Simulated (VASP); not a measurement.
# Be in VASP: a series of runs, part 3 of 3

VASP 6.6.1. Earlier steps stand in the parts before.

## Step 6: Electric field gradients, PBE (volume scaled by 0.98)

The input, INCAR:

```
PREC     = Accurate       # precision mode
ENCUT    = 520            # plane-wave cutoff, eV
EDIFF    = 1E-8           # SCF threshold, eV
ISMEAR   = -1             # smearing method
SIGMA    = 0.03           # smearing width, eV
LREAL    = F              # projectors in reciprocal space
LASPH    = T              # aspherical terms in the spheres
NELM     = 100            # most SCF steps
ALGO     = Normal         # electronic algorithm
ISIF     = 2              # what is computed and relaxed
LWAVE    = F              # write WAVECAR
LCHARG   = F              # write CHGCAR
GGA      = PE             # functional
LEFG     = T            
NBANDS   = 7              # bands
```

The input, KPOINTS:

```
Automatic mesh
0
Gamma
  23 23 23
```

The input, POSCAR:

```
Be
1.0
   -1.2447104902      1.2447104902      1.2447104902
    1.2447104902     -1.2447104902      1.2447104902
    1.2447104902      1.2447104902     -1.2447104902
Be
1
Direct
    0.0000000000      0.0000000000      0.0000000000
```

Potentials or basis: VASP PAW PBE potentials, release 64 (Be).

On the command line:

```console
$ cat potpaw_PBE.64/Be/POTCAR > POTCAR
$ mpirun -np 1 vasp_std > vasp.out
```

OUTCAR:

```text
PREC = Accurate
   ENCUT = 520
   EDIFF = 1E-8
   ISMEAR = -1
   LREAL = F
   LASPH = T
   NELM = 100
   ISIF = 2
   GGA = PE

 ion  position               nearest neighbor table
   1  0.000  0.000  0.000-

  LATTYP: Found a body centered cubic cell.
 ALAT       =     2.4894209804

  Lattice vectors:

 A1 = (  -1.2447104902,   1.2447104902,   1.2447104902)
 A2 = (   1.2447104902,  -1.2447104902,   1.2447104902)
 A3 = (   1.2447104902,   1.2447104902,  -1.2447104902)

Analysis of symmetry for initial positions (statically):
=====================================================================
 Subroutine PRICEL returns:
 Original cell was already a primitive cell.

 Routine SETGRP: Setting up the symmetry group for a
 body centered cubic supercell.

 Subroutine GETGRP returns: Found 48 space group operations
 (whereof 48 operations were pure point group operations)
 out of a pool of 48 trial point group operations.

The static configuration has the point symmetry O_h .

Analysis of symmetry for dynamics (positions and initial velocities):
=====================================================================
 Subroutine PRICEL returns:
 Original cell was already a primitive cell.

 Routine SETGRP: Setting up the symmetry group for a
 body centered cubic supercell.

 Subroutine GETGRP returns: Found 48 space group operations
 (whereof 48 operations were pure point group operations)
 out of a pool of 48 trial point group operations.

The dynamic configuration has the point symmetry O_h .

 Subroutine INISYM returns: Found 48 space group operations
 (whereof 48 operations are pure point group operations),
 and found     1 'primitive' translations

----------------------------------------------------------------------------------------

                                     Primitive cell

  volume of cell :       7.7137

  direct lattice vectors                    reciprocal lattice vectors
    -1.244710490  1.244710490  1.244710490     0.000000000  0.401699836  0.401699836
     1.244710490 -1.244710490  1.244710490     0.401699836  0.000000000  0.401699836
     1.244710490  1.244710490 -1.244710490     0.401699836  0.401699836  0.000000000

  length of vectors
     2.155901810  2.155901810  2.155901810     0.568089356  0.568089356  0.568089356

  position of ions in fractional coordinates (direct lattice)
     0.000000000  0.000000000  0.000000000

  ion indices of the primitive-cell ions
   primitive index   ion index
                 1           1

----------------------------------------------------------------------------------------

 KPOINTS: Automatic mesh

Automatic generation of k-mesh.
 Grid dimensions read from file:
 generate k-points for:   23   23   23

[... 64 lines left out ...]
   LREAL  =      F    real-space projection
   EDIFFG = 0.1E-06   stopping-criterion for IOM
   NSW    =      0    number of steps for IOM
   IBRION =     -1    ionic relax: 0-MD 1-quasi-New 2-CG
   NFREE  =      0    steps in history (QN), initial steepest desc. (CG)
   ISIF   =      2    stress and relaxation
   ISYM   =      2    0-nonsym 1-usesym 2-fastsym
   POTIM  = 0.5000    time-step for ionic-motion
   TEBEG  =    0.0;   TEEND  =   0.0 temperature during run
   PSTRESS=    0.0 pullay stress
   NELECT =       2.0000    total number of electrons
   NUPDOWN=      -1.0000    fix difference up-down
   EMIN   =  10.00;   EMAX   =-10.00  energy-range for DOS
   EFERMI =   0.00;   METHOD = LEGACY
   ISMEAR =    -1;   SIGMA  =   0.03  broadening in eV -4-tet -1-fermi 0-gaus
   EFERMI_NEDOS =   21; number of points for ismear=-14 and -15
   IALGO  =     38    algorithm
   IMIX   =      4    mixing-type and parameters
     AMIX     =   0.40;   BMIX     =  1.00
     AMIX_MAG =   1.60;   BMIX_MAG =  1.00
  volume/ion in A,a.u.               =       7.71        52.05
  Fermi-wavevector in a.u.,A,eV,Ry     =   1.043910  1.972704 14.826929  1.089749
  Thomas-Fermi vector in A             =   2.178640
   LORBIT       =      0    0 simple, 1 ext, 2 COOP (PROOUT), +10 PAW based schemes
   GGA     = PE    functional components
   LHFCALC =     F    Hartree Fock is set to
   AEXX    =    0.0000 exact exchange contribution
   IVDW    =     0    specifies the selected vdW correction
   LEPSILON=     F    determine dielectric tensor
   LRPA    =     F    only Hartree local field effects (RPA)
 non-spin polarized calculation
  energy-cutoff  :      520.00
  volume of cell :        7.71
 maximum number of plane-waves:       236
   NGX =  7   NGY =  7   NGZ =  7

 number of electron       2.0000000 magnetization

 Free energy of the ion-electron system (eV)
  ---------------------------------------------------
  ext. energy  EPLUGINS =         0.00000000
  ---------------------------------------------------
  free energy    TOTEN  =        -3.66507373 eV

  energy without entropy =       -3.66453008  energy(sigma->0) =       -3.66480190

 E-fermi :   8.1424     XC(G=0): -10.6935

 val. band max:        8.0928428453   @ k =   0.3043   0.2609   0.0870
 cond. band min:       8.1844833361   @ k =   0.3043   0.3043   0.0000
 fundamental gap:      0.0916404908
 Fermi energy:         8.1424139177

 k-point     1 :       0.0000    0.0000    0.0000
  band No.  band energies     occupation
      1      -4.2593      2.00000
      2      27.7629      0.00000
      3      27.7629      0.00000
      4      27.7629      0.00000
      5      39.1978      0.00000
      6      39.1978      0.00000
      7      39.1978      0.00000
[... 221 lines left out ...]
 k-point    24 :       0.0870    0.0870    0.0000
  band No.  band energies     occupation
      1      -3.4563      2.00000
      2      24.5358      0.00000
      3      24.7031      0.00000
      4      26.4144      0.00000
      5      34.5585      0.00000
      6      35.1217      0.00000
      7      39.3576      0.00000

 [... further k-points ...]

------------------------ aborting loop because EDIFF is reached ----------------------------------------

  FORCE on cell =-STRESS in cart. coord.  units (eV):
  Direction    XX          YY          ZZ          XY          YZ          ZX
  --------------------------------------------------------------------------------------
  -------------------------------------------------------------------------------------
  Total        0.0880001      0.0880001      0.0880001      0.0000000      0.0000000      0.0000000
  in kB       18.2780002     18.2780002     18.2780002      0.0000000      0.0000000      0.0000000
  external PRESSURE =      18.2780002 kB  Pullay stress =       0.0000000 kB

 VOLUME and BASIS-vectors are now :
 -----------------------------------------------------------------------------
  energy-cutoff  :      520.00
  volume of cell :        7.71
      direct lattice vectors                 reciprocal lattice vectors
    -1.244710490  1.244710490  1.244710490     0.000000000  0.401699836  0.401699836
     1.244710490 -1.244710490  1.244710490     0.401699836  0.000000000  0.401699836
     1.244710490  1.244710490 -1.244710490     0.401699836  0.401699836  0.000000000

 POSITION                                       TOTAL-FORCE (eV/Angst)
 -----------------------------------------------------------------------------------
      0.00000      0.00000      0.00000         0.000000      0.000000      0.000000
 -----------------------------------------------------------------------------------
    total drift:                                0.000000      0.000000      0.000000

  FREE ENERGIE OF THE ION-ELECTRON SYSTEM (eV)
  ---------------------------------------------------
  free  energy   TOTEN  =        -3.6650737308 eV

  energy  without entropy=       -3.6645300788  energy(sigma->0) =       -3.66480190

 Electric field gradients (V/A^2)
---------------------------------------------------------------------
 ion       V_xx      V_yy      V_zz      V_xy      V_xz      V_yz
---------------------------------------------------------------------
   1      -0.000    -0.000    -0.000     0.000     0.000     0.000
---------------------------------------------------------------------

 Electric field gradients after diagonalization (V/A^2)
 (convention: |V_zz| > |V_xx| > |V_yy|)
----------------------------------------------------------------------
 ion       V_xx      V_yy      V_zz     asymmetry (V_yy - V_xx)/ V_zz
----------------------------------------------------------------------
   1      -0.000    -0.000     0.000       0.000
----------------------------------------------------------------------

           NMR quadrupolar parameters

 Cq : quadrupolar parameter    Cq=e*Q*V_zz/h
 eta: asymmetry parameters     (V_yy - V_xx)/ V_zz
 Q  : nuclear electric quadrupole moment in mb (millibarn)
----------------------------------------------------------------------
 ion       Cq(MHz)       eta       Q (mb)
----------------------------------------------------------------------
   1       0.000       0.000       1.000
----------------------------------------------------------------------
```

Wall time 12 s (1 thread of Intel Xeon 8259CL, shared host); peak memory 0.12 GiB.

Results:

```
Free energy            : -3.6651 eV
Pressure               : 1.8 GPa
Band gap on the k mesh : zero (band 1 reaches 11.70 eV, above the bottom of band 2 at 6.76 eV)
```

Caveat: without QUAD_EFG the Cq values of the log hold for a quadrupole moment of 1 mb, not for the nuclei.

## Step 7: Overview

```csv
cell,gap on the mesh (eV),pressure (GPa)
"a = 2.142 Å, angles 110.0, 110.0, 108.4°, 1 atom",none,4.6
"a = 2.185 Å, angles 109.2, 109.2, 110.0°, 1 atom",none,-3.0
"a = 2.214 Å, angles 108.7, 108.7, 111.1°, 1 atom",none,-7.1
"a = 2.126 Å, angles 109.5°, 1 atom",none,7.6
"a = 2.156 Å, angles 109.5°, 1 atom",none,1.8
```

Alike in all rows: task electric field gradients; level PBE; potentials or basis VASP PAW PBE potentials, release 64 (Be); no spin polarisation; k mesh 23 × 23 × 23; cutoff (eV) 520; smearing fermi-dirac 0.03 eV.

Absolute energies hang on the potentials; compare differences alone.
